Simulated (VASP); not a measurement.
Crystal: IrC (wurtzite type).

```
Ir C
1.0
     3.28716    0.00000    0.00000
    -1.64358    2.84677    0.00000
     0.00000    0.00000    5.35807
Ir C
2 2
Direct
  0.33333 0.66667 0.00000
  0.66667 0.33333 0.50000
  0.33333 0.66667 0.37600
  0.66667 0.33333 0.87600
```

| Item | Value |
| --- | --- |
| Program | VASP 6.6.1 |
| Task | relaxation of cell and atoms |
| Functional | PBE |
| Potentials or basis | VASP PAW PBE potentials, release 64 (Ir, C) |
| Cutoff | 600 eV |
| k mesh | 12 × 12 × 6 |
| Occupations | fermi-dirac, width 0.05 eV |
| Spin | no spin polarisation |

At the start: pressure -0.1 GPa; volume 12.53 Å³/atom.

**Question.** How do energy, volume and symmetry change on relaxing?

**Answer.** Over 7 steps the energy falls by 6.3 meV/atom and the volume is 12.50 Å³/atom (-0.2 %); space group P6_3mc (No. 186, to 0.05 Å).

The path:
```tsv
step	energy change (eV)	largest force (eV/Å)	pressure (GPa)	volume (Å³)
1	0.0000	0.0562	-0.08	50.14
2	-0.0136	0.2754	0.11	50.09
3	-0.0142	0.3262	0.19	50.07
4	-0.0234	0.1331	-0.29	50.11
5	-0.0248	0.0055	-0.56	50.13
6	-0.0249	0.0073	0.52	49.92
7	-0.0250	0.0011	0.02	50.02
```

Final structure:
```
Ir C
1.0
     3.24197    0.00000    0.00000
    -1.62099    2.80763    0.00000
     0.00000    0.00000    5.49516
Ir C
2 2
Direct
  0.33333 0.66667 0.00375
  0.66667 0.33333 0.50375
  0.33333 0.66667 0.37225
  0.66667 0.33333 0.87225
```
